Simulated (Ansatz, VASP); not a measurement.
## RbCaH3 in VASP and in Ansatz

The input INCAR:

```
SYSTEM = RbCaH3
  PREC = Accurate
  ENCUT = 520
  EDIFF = 1E-6
  ISMEAR = 0
  SIGMA = 0.05
  LREAL = .False.
  LASPH = .True.
  NELM = 100
  ALGO = Normal
  ISIF = 2
  LWAVE = .False.
  LCHARG = .False.
  NBANDS = 19
```

The input KPOINTS:

```
regular mesh
0
Gamma
  6 6 6
  0 0 0
```

File POSCAR:

```
RbCaH3
1.0
    5.1040918720      0.0000000000      0.0000000000
    0.0000000000      5.1040918720      0.0000000000
    0.0000000000      0.0000000000      3.6085929535
Rb Ca H
1 1 3
Direct
    0.0000000000      0.0000000000      0.0000000000
    0.5000000000      0.5000000000      0.5000000000
    0.0000000000      0.5000000000      0.5000000000
    0.5000000000      0.0000000000      0.5000000000
    0.5000000000      0.5000000000      0.0000000000
```

Input for Ansatz:

```yaml
crystal:
  lattice:
    - [5.104091872, 0.0, 0.0]
    - [0.0, 5.104091872, 0.0]
    - [0.0, 0.0, 3.6085929535]
  atoms:
    - { symbol: Rb, position: [0.0, 0.0, 0.0] }
    - { symbol: Ca, position: [0.5, 0.5, 0.5] }
    - { symbol: H, position: [0.0, 0.5, 0.5] }
    - { symbol: H, position: [0.5, 0.0, 0.5] }
    - { symbol: H, position: [0.5, 0.5, 0.0] }
basis:
  ecutwfc: 420
kpoints:
  mp_grid: { grid: [6, 6, 6] }
hamiltonian:
  xc: lda
scf:
  occupations: { method: gaussian, width: 0.05 }
output:
  forces: true
  stress: true
  eigenvalues: true
```

Alike in both runs: task single point; functional LDA; k mesh 6 × 6 × 6; occupations gaussian, width 0.05 eV; no spin polarisation.

```csv
,VASP,Ansatz
version,VASP 6.6.1,Ansatz 0.2.0
potentials or method,"VASP PAW LDA potentials, release 64 (Rb_sv, Ca_sv, H), cutoff 520 eV","scalar-relativistic, plane waves, PAW"
valence electrons in the cell,22,22
```

VASP gave:

* gap on the k mesh at the Fermi level (eV): 2.26
* least direct gap on the mesh (eV): 2.41
* pressure (GPa): 1.6
* traceless stress, the component that is largest in VASP (GPa): 14.29

Q: What did Ansatz give for the same quantities?

A: gap on the k mesh at the Fermi level (eV): 2.29; least direct gap on the mesh (eV): 2.44; pressure (GPa): 1.5; traceless stress, the component that is largest in VASP (GPa): 14.15.

LDA's correlation is that of Perdew and Zunger in VASP and of Perdew and Wang (1992) in Ansatz.
